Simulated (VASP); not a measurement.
# MgZn7O8 (P1) in VASP: single point with PBEsol

Aim: the single point of MgZn7O8 with PBEsol.

Everything below comes from runs of VASP 6.6.1. Logs are shortened: lines on timing, memory, paths and dates and some standing lists are left out, and cuts for length are marked.

### Step 1. The cell of the first run

The typed cell holds 64 atoms: a = 8.518 Å, b = 8.518 Å, c = 8.518 Å, α = 90.00°, β = 90.00°, γ = 90.00°.

### Step 2. Single point, PBEsol

Input file INCAR:

```
SYSTEM = MgZn7O8
ALGO = Normal
EDIFF = 1E-6
ENCUT = 700
GGA = PS
GGA_COMPAT = .FALSE.
ISIF = 2
ISMEAR = -1
ISYM = -1
LASPH = .TRUE.
LCHARG = .FALSE.
LREAL = Auto
LWAVE = .FALSE.
NBANDS = 306
NELM = 120
PREC = Accurate
SIGMA = 0.05
```

Input file KPOINTS:

```
explicit points
1
Reciprocal
  0.25000000   0.25000000   0.25000000 1
```

Input file POSCAR:

```
MgZn7O8
1.0
    8.5180681919      0.0000000000      0.0000000000
    0.0000000000      8.5180681919      0.0000000000
    0.0000000000      0.0000000000      8.5180681919
O Zn Mg
32 28 4
Direct
    0.2494160000      0.9998390000      0.9983550000
    0.2498360000      0.0002270000      0.5022730000
    0.2499050000      0.4999170000      0.0000630000
    0.2479870000      0.4995840000      0.5003350000
    0.7499930000      0.0000850000      0.0001460000
    0.7500180000      0.0015570000      0.5005860000
    0.7499560000      0.4995440000      0.9999730000
    0.7519820000      0.4977960000      0.5005780000
    0.9996350000      0.2502690000      0.0005120000
    0.9978520000      0.2518680000      0.5001670000
    0.9996620000      0.7496100000      0.0005510000
    0.9995450000      0.7482050000      0.4999540000
    0.4998730000      0.2498780000      0.0005080000
    0.5015630000      0.2501910000      0.5002030000
    0.5000710000      0.7498870000      0.0022280000
    0.5001000000      0.7494270000      0.4983580000
    0.0001470000      0.9999080000      0.2503140000
    0.0016720000      0.9998400000      0.7504600000
    0.9999580000      0.5002510000      0.2519020000
    0.0000910000      0.4999560000      0.7486230000
    0.4994460000      0.9979190000      0.2501130000
    0.4978240000      0.9993310000      0.7502210000
    0.5001320000      0.5018080000      0.2503320000
    0.4995810000      0.5001620000      0.7503270000
    0.2501330000      0.2498680000      0.2500130000
    0.2498120000      0.2479930000      0.7503440000
    0.2517600000      0.7501050000      0.2504530000
    0.2499890000      0.7517620000      0.7502860000
    0.7495170000      0.2495570000      0.2519780000
    0.7493410000      0.2493100000      0.7486720000
    0.7479960000      0.7500850000      0.2500840000
    0.7498190000      0.7499320000      0.7503930000
    0.9996540000      0.9999490000      0.0003350000
    0.9998140000      0.9998430000      0.5003820000
    0.9998970000      0.4998180000      0.0002630000
    0.4998800000      0.9998430000      0.0003150000
    0.4997610000      0.9997430000      0.5002490000
    0.4999640000      0.4997900000      0.0002950000
    0.4998780000      0.4998410000      0.5002990000
    0.2497450000      0.2498990000      0.0002570000
    0.2498330000      0.2498760000      0.5001960000
    0.2497720000      0.7498870000      0.0002620000
    0.2499460000      0.7499050000      0.5003450000
    0.7497720000      0.2498090000      0.0004430000
    0.7498650000      0.7497340000      0.0003060000
    0.7498270000      0.7497060000      0.5003980000
    0.2497240000      0.9998910000      0.2502220000
    0.2499240000      0.4998660000      0.2501080000
    0.2499060000      0.4997760000      0.7503090000
    0.7499150000      0.9996680000      0.2502000000
    0.7497220000      0.9996700000      0.7503980000
    0.7500060000      0.4998770000      0.2502230000
    0.7497530000      0.4997140000      0.7502950000
    0.9998190000      0.2499410000      0.2502920000
    0.9996470000      0.2499760000      0.7503840000
    0.9998510000      0.7500340000      0.2501590000
    0.9997810000      0.7498750000      0.7503660000
    0.4997870000      0.2498580000      0.2502310000
    0.4997690000      0.2498070000      0.7504280000
    0.4998720000      0.7497010000      0.7504250000
    0.0002280000      0.5002410000      0.5002790000
    0.7494310000      0.2494230000      0.5003010000
    0.2498110000      0.9998670000      0.7503860000
    0.4998620000      0.7498480000      0.2502290000
```

Potentials or basis: VASP PAW PBE potentials, release 64 (O, Zn, Mg).

Launch:

```console
> cat potpaw_PBE.64/O/POTCAR potpaw_PBE.64/Zn/POTCAR potpaw_PBE.64/Mg/POTCAR > POTCAR
> mpirun -np 1 vasp_std > vasp.out
```

OUTCAR:

```text
SYSTEM = MgZn7O8
   EDIFF = 1E-6
   ENCUT = 700
   GGA = PS
   ISIF = 2
   ISMEAR = -1
   ISYM = -1
   LASPH = .TRUE.
   LREAL = Auto
   NELM = 120
   PREC = Accurate

 ion  position               nearest neighbor table
   1  0.249  1.000  0.998-  63 2.11  33 2.13  42 2.13  40 2.13  36 2.13  47 2.15
   2  0.250  0.000  0.502-  63 2.11  41 2.13  37 2.13  34 2.13  43 2.13  47 2.15
   3  0.250  0.500  0.000-  49 2.13  42 2.13  35 2.13  40 2.13  48 2.13  38 2.13
   4  0.248  0.500  0.500-  61 2.11  41 2.13  49 2.13  48 2.13  43 2.13  39 2.15
   5  0.750  0.000  0.000-  33 2.13  44 2.13  51 2.13  50 2.13  36 2.13  45 2.13
   6  0.750  0.002  0.501-  62 2.11  34 2.13  51 2.13  37 2.13  50 2.13  46 2.15
[... 76 lines left out ...]
  58  0.500  0.250  0.250-  25 2.13  13 2.13  29 2.13  14 2.13  21 2.15  23 2.15  62 3.01  44 3.01
                            38 3.01  48 3.01  41 3.01  36 3.01  40 3.01  47 3.01  39 3.01  37 3.01
  59  0.500  0.250  0.750-  30 2.13  26 2.13  13 2.13  14 2.13  24 2.13  22 2.13  62 3.01  49 3.01
                            38 3.01  36 3.01  40 3.01  53 3.01  63 3.01  44 3.01  51 3.01  39 3.01
  60  0.500  0.750  0.750-  24 2.13  22 2.13  28 2.13  32 2.13  15 2.14  16 2.15  38 3.01  51 3.01
                            53 3.01  45 3.01  49 3.01  42 3.01  46 3.01  39 3.01  43 3.01  36 3.01
  61  0.000  0.500  0.500-   4 2.11  12 2.11   8 2.11  20 2.12  19 2.12  10 2.12  43 3.01  49 3.01
                            57 3.01  46 3.01  48 3.01  56 3.01  41 3.01  52 3.01  54 3.01  55 3.01
  62  0.749  0.249  0.500-   6 2.11  14 2.11  29 2.12  30 2.12   8 2.12  10 2.12  37 3.01  58 3.01
                            59 3.01  51 3.01  50 3.01  34 3.01  39 3.01  53 3.01  55 3.01  54 3.01
  63  0.250  1.000  0.750-   1 2.11  22 2.11  28 2.11   2 2.11  26 2.11  18 2.11  42 3.01  59 3.01
                            40 3.01  36 3.01  34 3.01  43 3.01  57 3.01  37 3.01  33 3.01  41 3.01
  64  0.500  0.750  0.250-  15 2.11  23 2.11  21 2.11  27 2.11  16 2.11  31 2.11  50 3.01  36 3.01
                            37 3.01  48 3.01  45 3.01  38 3.01  43 3.01  42 3.01  39 3.01  52 3.01

IMPORTANT INFORMATION: All symmetrisations will be switched off!
NOSYMM: (Re-)initialisation of all symmetry stuff for point group C_1.

----------------------------------------------------------------------------------------

                                     Primitive cell

  volume of cell :     618.0496

  direct lattice vectors                    reciprocal lattice vectors
     8.518068192  0.000000000  0.000000000     0.117397511  0.000000000  0.000000000
     0.000000000  8.518068192  0.000000000     0.000000000  0.117397511  0.000000000
     0.000000000  0.000000000  8.518068192     0.000000000  0.000000000  0.117397511

  length of vectors
     8.518068192  8.518068192  8.518068192     0.117397511  0.117397511  0.117397511

  position of ions in fractional coordinates (direct lattice)
     0.249416000  0.999839000  0.998355000
     0.249836000  0.000227000  0.502273000
     0.249905000  0.499917000  0.000063000
     0.247987000  0.499584000  0.500335000
[... 172 lines left out ...]
   ISMEAR =    -1;   SIGMA  =   0.05  broadening in eV -4-tet -1-fermi 0-gaus
   EFERMI_NEDOS =   21; number of points for ismear=-14 and -15
   IALGO  =     38    algorithm
   IMIX   =      4    mixing-type and parameters
     AMIX     =   0.40;   BMIX     =  1.00
     AMIX_MAG =   1.60;   BMIX_MAG =  1.00
  volume/ion in A,a.u.               =       9.66        65.17
  Fermi-wavevector in a.u.,A,eV,Ry     =   1.561188  2.950218 33.161605  2.437309
  Thomas-Fermi vector in A             =   2.664290
   LORBIT       =      0    0 simple, 1 ext, 2 COOP (PROOUT), +10 PAW based schemes
   GGA     = PS    functional components
   LHFCALC =     F    Hartree Fock is set to
   AEXX    =    0.0000 exact exchange contribution
   IVDW    =     0    specifies the selected vdW correction
   LEPSILON=     F    determine dielectric tensor
   LRPA    =     F    only Hartree local field effects (RPA)
 non-spin polarized calculation
  energy-cutoff  :      700.00
  volume of cell :      618.05
 maximum number of plane-waves:     25944
 NGX is ok and might be reduce to    80
   NGX = 37   NGY = 37   NGZ = 37

 number of electron     535.9999874 magnetization

 Free energy of the ion-electron system (eV)
  ---------------------------------------------------
  ext. energy  EPLUGINS =         0.00000000
  ---------------------------------------------------
  free energy    TOTEN  =      -315.94105356 eV

  energy without entropy =     -315.94105356  energy(sigma->0) =     -315.94105356

 E-fermi :   4.0231     XC(G=0): -12.4420

 val. band max:        2.7103648652   @ k =   0.2500   0.2500   0.2500
 cond. band min:       5.2235580613   @ k =   0.2500   0.2500   0.2500
 fundamental gap:      2.5131931962
 Fermi energy:         4.0230681254

 k-point     1 :       0.2500    0.2500    0.2500
  band No.  band energies     occupation
      1     -15.5686      2.00000
      2     -15.1851      2.00000
      3     -15.1557      2.00000
      4     -15.1277      2.00000
      5     -14.8440      2.00000
      6     -14.8173      2.00000
[... 272 lines left out ...]
    279       8.2162      0.00000
    280       8.4133      0.00000
 [bands above 280 left out]

------------------------ aborting loop because EDIFF is reached ----------------------------------------

  FORCE on cell =-STRESS in cart. coord.  units (eV):
  Direction    XX          YY          ZZ          XY          YZ          ZX
  --------------------------------------------------------------------------------------
  -------------------------------------------------------------------------------------
  Total        3.2052190      3.1968703      3.1312742     -0.8049807     -0.9490546     -0.9565308
  in kB        8.3089273      8.2872849      8.1172392     -2.0867611     -2.4602454     -2.4796261
  external PRESSURE =       8.2378171 kB  Pullay stress =       0.0000000 kB

 VOLUME and BASIS-vectors are now :
 -----------------------------------------------------------------------------
  energy-cutoff  :      700.00
  volume of cell :      618.05
      direct lattice vectors                 reciprocal lattice vectors
     8.518068192  0.000000000  0.000000000     0.117397511  0.000000000  0.000000000
     0.000000000  8.518068192  0.000000000     0.000000000  0.117397511  0.000000000
     0.000000000  0.000000000  8.518068192     0.000000000  0.000000000  0.117397511

 POSITION                                       TOTAL-FORCE (eV/Angst)
 -----------------------------------------------------------------------------------
      2.12454      8.51670      8.50406         0.000231     -0.003044     -0.053558
      2.12812      0.00193      4.27840        -0.000848      0.005358      0.043671
      2.12871      4.25833      0.00054        -0.007864     -0.004116     -0.002244
      2.11237      4.25549      4.26189        -0.051157     -0.000301     -0.009077
      6.38849      0.00072      0.00124         0.001773      0.001889     -0.002446
      6.38870      0.01326      4.26403         0.006565      0.057724      0.000509
[... 56 lines left out ...]
      2.12791      8.51694      6.39184        -0.001442      0.002559     -0.002711
      4.25786      6.38726      2.13147         0.001760      0.002069     -0.004385
 -----------------------------------------------------------------------------------
    total drift:                               -0.113281     -0.109331      0.196544

  FREE ENERGIE OF THE ION-ELECTRON SYSTEM (eV)
  ---------------------------------------------------
  free  energy   TOTEN  =      -315.9410535642 eV

  energy  without entropy=     -315.9410535641  energy(sigma->0) =     -315.94105356
```

It took 13 min on 1 thread of Intel Xeon Platinum 8488C (Sapphire Rapids), shared host; peak memory 1.1 GiB.

What came out:

* Free energy: -315.9411 eV
* Pressure: 0.8 GPa
* Largest force: 0.084 eV/Å
* Band gap on the k mesh: 2.51 eV

Forces in eV/Å, atoms in the order of the input:
```
O    0.000 -0.003 -0.054
O   -0.001  0.005  0.044
O   -0.008 -0.004 -0.002
O   -0.051  0.000 -0.009
O    0.002  0.002 -0.002
O    0.007  0.058  0.001
O    0.005  0.000  0.001
O    0.058 -0.057 -0.009
O   -0.002 -0.001 -0.005
O   -0.060  0.059 -0.005
O    0.004  0.000 -0.005
O   -0.003 -0.059 -0.007
O    0.008  0.005 -0.006
O    0.059  0.000  0.002
O    0.006  0.003  0.048
O   -0.005  0.000 -0.055
O   -0.001 -0.003 -0.002
O    0.055  0.003  0.000
O    0.014  0.005  0.052
O   -0.006 -0.001 -0.055
O   -0.002 -0.049 -0.005
O   -0.047  0.002 -0.003
O   -0.001  0.054  0.000
O    0.001 -0.006 -0.002
O    0.001 -0.002  0.005
O    0.001 -0.053 -0.008
O    0.055  0.006  0.000
O    0.007  0.052  0.008
O    0.011  0.008  0.051
O   -0.002  0.002 -0.056
O   -0.052 -0.006 -0.001
O   -0.004  0.004 -0.005
Zn   0.001 -0.001  0.001
Zn  -0.001  0.006  0.006
Zn  -0.001  0.004  0.002
Zn  -0.008 -0.003  0.003
Zn  -0.003 -0.004  0.004
Zn  -0.003 -0.001  0.005
Zn   0.001 -0.004  0.002
Zn  -0.003 -0.004  0.003
Zn  -0.007 -0.001  0.005
Zn  -0.001  0.000  0.004
Zn   0.000  0.001  0.003
Zn  -0.004 -0.002  0.001
Zn  -0.001 -0.003  0.000
Zn  -0.001 -0.004  0.001
Zn   0.000  0.001 -0.001
Zn   0.003  0.002  0.001
Zn  -0.001 -0.001  0.008
Zn  -0.005  0.001  0.003
Zn  -0.001 -0.003  0.007
Zn   0.000 -0.006  0.008
Zn   0.003 -0.006  0.002
Zn  -0.004  0.003  0.009
Zn  -0.005 -0.004 -0.001
Zn   0.001  0.000  0.001
Zn   0.000  0.001  0.011
Zn  -0.004 -0.002  0.000
Zn  -0.008 -0.004  0.006
Zn  -0.002  0.001  0.006
Mg   0.010  0.010 -0.004
Mg  -0.005 -0.006 -0.002
Mg  -0.001  0.003 -0.003
Mg   0.002  0.002 -0.004
```

Stress tensor (GPa, compression positive):
```
 0.83 -0.21 -0.25
-0.21  0.83 -0.25
-0.25 -0.25  0.81
```

Caveat: the PAW data sets were made with another functional, which shifts forces and pressure a little; a shifted mesh leaves out Γ, where band edges can lie.
